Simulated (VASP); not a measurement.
# Sr (Fm-3m) in VASP: further runs, part 2 of 2

VASP 6.6.1. Earlier steps stand in the parts before.

### 4 Single point, PBE (volume scaled by 0.52)

Input file INCAR:

```
SYSTEM = Sr
PREC = Accurate ; ENCUT = 520
EDIFF = 1E-6 ; ISMEAR = -1
SIGMA = 0.08 ; LREAL = .False.
LASPH = .True. ; NELM = 60
ALGO = Normal ; ISIF = 2
LWAVE = .False. ; LCHARG = .True.
GGA = PE ; LELF = .True.
LVHAR = .True. ; NBANDS = 11
```

Input file KPOINTS:

```
regular mesh
0
Gamma
  12 12 12
  0 0 0
```

Input file POSCAR:

```
Sr
1.0
    0.0000000000      2.4278243212      2.4278243212
    2.4278243212      0.0000000000      2.4278243212
    2.4278243212      2.4278243212      0.0000000000
Sr
1
Direct
    0.0000000000      0.0000000000      0.0000000000
```

Potentials or basis: VASP PAW PBE potentials, release 64 (Sr_sv).

On the command line:

```sh
$ cat potpaw_PBE.64/Sr_sv/POTCAR > POTCAR
$ mpirun -np 1 vasp_std > vasp.out
```

OUTCAR:

```text
SYSTEM = Sr
   PREC = Accurate
   ENCUT = 520
   EDIFF = 1E-6
   ISMEAR = -1
   LREAL = .False.
   LASPH = .True.
   NELM = 60
   ISIF = 2
   GGA = PE

 ion  position               nearest neighbor table
   1  0.000  0.000  0.000-

  LATTYP: Found a face centered cubic cell.
 ALAT       =     4.8556486424

  Lattice vectors:

 A1 = (   0.0000000000,   2.4278243212,   2.4278243212)
 A2 = (   2.4278243212,   0.0000000000,   2.4278243212)
 A3 = (   2.4278243212,   2.4278243212,   0.0000000000)

Analysis of symmetry for initial positions (statically):
=====================================================================
 Subroutine PRICEL returns:
 Original cell was already a primitive cell.

 Routine SETGRP: Setting up the symmetry group for a
 face centered cubic supercell.

 Subroutine GETGRP returns: Found 48 space group operations
 (whereof 48 operations were pure point group operations)
 out of a pool of 48 trial point group operations.

The static configuration has the point symmetry O_h .

Analysis of symmetry for dynamics (positions and initial velocities):
=====================================================================
 Subroutine PRICEL returns:
 Original cell was already a primitive cell.

 Routine SETGRP: Setting up the symmetry group for a
 face centered cubic supercell.

 Subroutine GETGRP returns: Found 48 space group operations
 (whereof 48 operations were pure point group operations)
 out of a pool of 48 trial point group operations.

The dynamic configuration has the point symmetry O_h .

 Subroutine INISYM returns: Found 48 space group operations
 (whereof 48 operations are pure point group operations),
 and found     1 'primitive' translations

----------------------------------------------------------------------------------------

                                     Primitive cell

  volume of cell :      28.6208

  direct lattice vectors                    reciprocal lattice vectors
     0.000000000  2.427824321  2.427824321    -0.205945709  0.205945709  0.205945709
     2.427824321  0.000000000  2.427824321     0.205945709 -0.205945709  0.205945709
     2.427824321  2.427824321  0.000000000     0.205945709  0.205945709 -0.205945709

  length of vectors
     3.433462082  3.433462082  3.433462082     0.356708431  0.356708431  0.356708431

  position of ions in fractional coordinates (direct lattice)
     0.000000000  0.000000000  0.000000000

  ion indices of the primitive-cell ions
   primitive index   ion index
                 1           1

----------------------------------------------------------------------------------------

 KPOINTS: regular mesh

Automatic generation of k-mesh.
 Grid dimensions read from file:
 generate k-points for:   12   12   12

 Generating k-lattice:

  Cartesian coordinates                     Fractional coordinates (reciprocal lattice)
    -0.017162142  0.017162142  0.017162142     0.083333333  0.000000000  0.000000000
     0.017162142 -0.017162142  0.017162142     0.000000000  0.083333333  0.000000000
     0.017162142  0.017162142 -0.017162142     0.000000000  0.000000000  0.083333333

  Length of vectors
     0.029725703  0.029725703  0.029725703

  Shift w.r.t. Gamma in fractional coordinates (k-lattice)
     0.000000000  0.000000000  0.000000000

 Subroutine IBZKPT returns following result:
 ===========================================

 Found     72 irreducible k-points:

 Following reciprocal coordinates:
            Coordinates               Weight
  0.000000  0.000000  0.000000      1.000000
  0.083333  0.000000  0.000000      8.000000
  0.166667  0.000000  0.000000      8.000000
  0.250000  0.000000  0.000000      8.000000
  0.333333  0.000000  0.000000      8.000000
  0.416667  0.000000  0.000000      8.000000
[... 16 lines left out ...]
  0.500000  0.166667  0.000000     24.000000
 -0.416667  0.166667  0.000000     24.000000
 [... further k-points ...]
   k-points           NKPTS =     72   k-points in BZ     NKDIM =     72   number of bands    NBANDS=     11
   number of dos      NEDOS =    301   number of ions     NIONS =      1
   total plane-waves  NPLWV =  21952
   dimension x,y,z NGX =    28 NGY =   28 NGZ =   28
   dimension x,y,z NGXF=    56 NGYF=   56 NGZF=   56
   ions per type =               1
   NGX,Y,Z   is equivalent  to a cutoff of  13.56, 13.56, 13.56 a.u.
   NGXF,Y,Z  is equivalent  to a cutoff of  27.11, 27.11, 27.11 a.u.
 SYSTEM =  Sr
   PREC   = accura    normal or accurate (medium, high low for compatibility)
   ISTART =      0    job   : 0-new  1-cont  2-samecut
   ICHARG =      2    charge: 1-file 2-atom 10-const
   ISPIN  =      1    spin polarized calculation?
   LNONCOLLINEAR =      F non collinear calculations
   LSORBIT =      F    spin-orbit coupling
   LASPH  =      T    aspherical Exc in radial PAW
   ENCUT  =  520.0 eV  38.22 Ry    6.18 a.u.   6.38  6.38  6.38*2*pi/ulx,y,z
   NELM   =     60;   NELMIN=  2; NELMDL= -5     # of ELM steps
   EDIFF  = 0.1E-05   stopping-criterion for ELM
   LREAL  =      F    real-space projection
   EDIFFG = 0.1E-04   stopping-criterion for IOM
   NSW    =      0    number of steps for IOM
   IBRION =     -1    ionic relax: 0-MD 1-quasi-New 2-CG
   NFREE  =      0    steps in history (QN), initial steepest desc. (CG)
   ISIF   =      2    stress and relaxation
   ISYM   =      2    0-nonsym 1-usesym 2-fastsym
   POTIM  = 0.5000    time-step for ionic-motion
   TEBEG  =    0.0;   TEEND  =   0.0 temperature during run
   PSTRESS=    0.0 pullay stress
   NELECT =      10.0000    total number of electrons
   NUPDOWN=      -1.0000    fix difference up-down
   EMIN   =  10.00;   EMAX   =-10.00  energy-range for DOS
   EFERMI =   0.00;   METHOD = LEGACY
   ISMEAR =    -1;   SIGMA  =   0.08  broadening in eV -4-tet -1-fermi 0-gaus
   EFERMI_NEDOS =   21; number of points for ismear=-14 and -15
   IALGO  =     38    algorithm
   IMIX   =      4    mixing-type and parameters
     AMIX     =   0.40;   BMIX     =  1.00
     AMIX_MAG =   1.60;   BMIX_MAG =  1.00
  volume/ion in A,a.u.               =      28.62       193.14
  Fermi-wavevector in a.u.,A,eV,Ry     =   1.153048  2.178946 18.089229  1.329521
  Thomas-Fermi vector in A             =   2.289695
   LORBIT       =      0    0 simple, 1 ext, 2 COOP (PROOUT), +10 PAW based schemes
   GGA     = PE    functional components
   LHFCALC =     F    Hartree Fock is set to
   AEXX    =    0.0000 exact exchange contribution
   IVDW    =     0    specifies the selected vdW correction
   LEPSILON=     F    determine dielectric tensor
   LRPA    =     F    only Hartree local field effects (RPA)
 non-spin polarized calculation
  energy-cutoff  :      520.00
  volume of cell :       28.62
 maximum number of plane-waves:       789
 NGX is ok and might be reduce to    28
   NGX = 13   NGY = 13   NGZ = 13

 number of electron      10.0000000 magnetization

 Free energy of the ion-electron system (eV)
  ---------------------------------------------------
  ext. energy  EPLUGINS =         0.00000000
  ---------------------------------------------------
  free energy    TOTEN  =        -0.56481784 eV

  energy without entropy =       -0.54213977  energy(sigma->0) =       -0.55347881

 E-fermi :   4.3345     XC(G=0):  -9.6612

 val. band max:        4.3121338632   @ k =  -0.3333   0.3333   0.0833
 cond. band min:       4.3995221306   @ k =  -0.3333   0.2500   0.0000
 fundamental gap:      0.0873882673
 Fermi energy:         4.3345079823

 k-point     1 :       0.0000    0.0000    0.0000
  band No.  band energies     occupation
      1     -31.3071      2.00000
      2     -12.6297      2.00000
      3     -12.6297      2.00000
      4     -12.6297      2.00000
      5       0.2672      2.00000
      6       7.4313      0.00000
      7       7.4313      0.00000
      8       7.4313      0.00000
      9      10.3151      0.00000
     10      10.3151      0.00000
     11      13.8477      0.00000

 k-point     2 :       0.0833    0.0000    0.0000
  band No.  band energies     occupation
      1     -31.2923      2.00000
      2     -12.7461      2.00000
      3     -12.6423      2.00000
      4     -12.6423      2.00000
      5       0.5008      2.00000
      6       7.1361      0.00000
      7       7.5391      0.00000
      8       7.5391      0.00000
      9      10.1409      0.00000
     10      10.1409      0.00000
     11      14.4045      0.00000
[... 295 lines left out ...]
 k-point    24 :      -0.4167    0.1667    0.0000
  band No.  band energies     occupation
      1     -31.0567      2.00000
      2     -14.0151      2.00000
      3     -13.1058      2.00000
      4     -12.8676      2.00000
      5       3.7015      1.99927
      6       5.4287      0.00000
      7       6.7462      0.00000
      8       7.7884      0.00000
      9      11.7762      0.00000
     10      12.9483      0.00000
     11      14.8987      0.00000

 [... further k-points ...]
[... 5 lines left out ...]
  --------------------------------------------------------------------------------------
  -------------------------------------------------------------------------------------
  Total        3.5672952      3.5672952      3.5672952     -0.0000000     -0.0000000      0.0000000
  in kB      199.6953071    199.6953071    199.6953071     -0.0000000     -0.0000000      0.0000000
  external PRESSURE =     199.6953071 kB  Pullay stress =       0.0000000 kB

 VOLUME and BASIS-vectors are now :
 -----------------------------------------------------------------------------
  energy-cutoff  :      520.00
  volume of cell :       28.62
      direct lattice vectors                 reciprocal lattice vectors
     0.000000000  2.427824321  2.427824321    -0.205945709  0.205945709  0.205945709
     2.427824321  0.000000000  2.427824321     0.205945709 -0.205945709  0.205945709
     2.427824321  2.427824321  0.000000000     0.205945709  0.205945709 -0.205945709

 POSITION                                       TOTAL-FORCE (eV/Angst)
 -----------------------------------------------------------------------------------
      0.00000      0.00000      0.00000         0.000000      0.000000      0.000000
 -----------------------------------------------------------------------------------
    total drift:                               -0.000000     -0.000000     -0.000000

  FREE ENERGIE OF THE ION-ELECTRON SYSTEM (eV)
  ---------------------------------------------------
  free  energy   TOTEN  =        -0.5648178429 eV

  energy  without entropy=       -0.5421397740  energy(sigma->0) =       -0.55347881
```

Wall time 10 s (1 thread of Intel Xeon 6975P-C (Granite Rapids), shared host); peak memory 0.16 GiB.

Results:

```
Free energy            : -0.5648 eV
Pressure               : 20.0 GPa
Band gap on the k mesh : zero (band 5 reaches 4.60 eV, above the bottom of band 6 at 3.84 eV)
```

### 5 Single point, PBE (volume scaled by 0.52)

Input file INCAR:

```
ALGO = Normal ; EDIFF = 1E-6
ENCUT = 520 ; GGA = PE
ISIF = 2 ; ISMEAR = -1
LASPH = T ; LCHARG = F
LREAL = F ; LWAVE = F
NBANDS = 11 ; NELM = 60
PREC = Accurate ; SIGMA = 0.08
```

Input file KPOINTS:

```
k-points
0
Gamma
  12 12 12
```

POSCAR is that of step 4.

Potentials or basis: VASP PAW PBE potentials, release 64 (Sr_sv).

On the command line:

```sh
$ cat potpaw_PBE.64/Sr_sv/POTCAR > POTCAR
$ mpirun -np 1 vasp_std > vasp.out
```

OUTCAR:

```text
EDIFF = 1E-6
   ENCUT = 520
   GGA = PE
   ISIF = 2
   ISMEAR = -1
   LASPH = T
   LREAL = F
   NELM = 60
   PREC = Accurate

 ion  position               nearest neighbor table
   1  0.000  0.000  0.000-

  LATTYP: Found a face centered cubic cell.
 ALAT       =     4.8556486424

  Lattice vectors:

 A1 = (   0.0000000000,   2.4278243212,   2.4278243212)
 A2 = (   2.4278243212,   0.0000000000,   2.4278243212)
 A3 = (   2.4278243212,   2.4278243212,   0.0000000000)

Analysis of symmetry for initial positions (statically):
=====================================================================
 Subroutine PRICEL returns:
 Original cell was already a primitive cell.

 Routine SETGRP: Setting up the symmetry group for a
 face centered cubic supercell.

 Subroutine GETGRP returns: Found 48 space group operations
 (whereof 48 operations were pure point group operations)
 out of a pool of 48 trial point group operations.

The static configuration has the point symmetry O_h .

Analysis of symmetry for dynamics (positions and initial velocities):
=====================================================================
[... 159 lines left out ...]
 cond. band min:       4.3995221306   @ k =  -0.3333   0.2500   0.0000
 fundamental gap:      0.0873882673
 Fermi energy:         4.3345079823

 k-point     1 :       0.0000    0.0000    0.0000
  band No.  band energies     occupation
      1     -31.3071      2.00000
      2     -12.6297      2.00000
      3     -12.6297      2.00000
      4     -12.6297      2.00000
      5       0.2672      2.00000
      6       7.4313      0.00000
      7       7.4313      0.00000
      8       7.4313      0.00000
      9      10.3151      0.00000
     10      10.3151      0.00000
     11      13.8477      0.00000
[... 309 lines left out ...]
 k-point    24 :      -0.4167    0.1667    0.0000
  band No.  band energies     occupation
      1     -31.0567      2.00000
      2     -14.0151      2.00000
      3     -13.1058      2.00000
      4     -12.8676      2.00000
      5       3.7015      1.99927
      6       5.4287      0.00000
      7       6.7462      0.00000
      8       7.7884      0.00000
      9      11.7762      0.00000
     10      12.9483      0.00000
     11      14.8987      0.00000

 [... further k-points ...]
[... 5 lines left out ...]
  --------------------------------------------------------------------------------------
  -------------------------------------------------------------------------------------
  Total        3.5672952      3.5672952      3.5672952     -0.0000000     -0.0000000      0.0000000
  in kB      199.6953071    199.6953071    199.6953071     -0.0000000     -0.0000000      0.0000000
  external PRESSURE =     199.6953071 kB  Pullay stress =       0.0000000 kB

 VOLUME and BASIS-vectors are now :
 -----------------------------------------------------------------------------
  energy-cutoff  :      520.00
  volume of cell :       28.62
      direct lattice vectors                 reciprocal lattice vectors
     0.000000000  2.427824321  2.427824321    -0.205945709  0.205945709  0.205945709
     2.427824321  0.000000000  2.427824321     0.205945709 -0.205945709  0.205945709
     2.427824321  2.427824321  0.000000000     0.205945709  0.205945709 -0.205945709

 POSITION                                       TOTAL-FORCE (eV/Angst)
 -----------------------------------------------------------------------------------
      0.00000      0.00000      0.00000         0.000000      0.000000      0.000000
 -----------------------------------------------------------------------------------
    total drift:                               -0.000000     -0.000000     -0.000000

  FREE ENERGIE OF THE ION-ELECTRON SYSTEM (eV)
  ---------------------------------------------------
  free  energy   TOTEN  =        -0.5648178429 eV

  energy  without entropy=       -0.5421397740  energy(sigma->0) =       -0.55347881
```

It took 10 s on 1 thread of Intel Xeon 6975P-C (Granite Rapids), shared host; peak memory 0.17 GiB.

Results:

```
Free energy            : -0.5648 eV
Pressure               : 20.0 GPa
Band gap on the k mesh : zero (band 5 reaches 4.60 eV, above the bottom of band 6 at 3.84 eV)
```
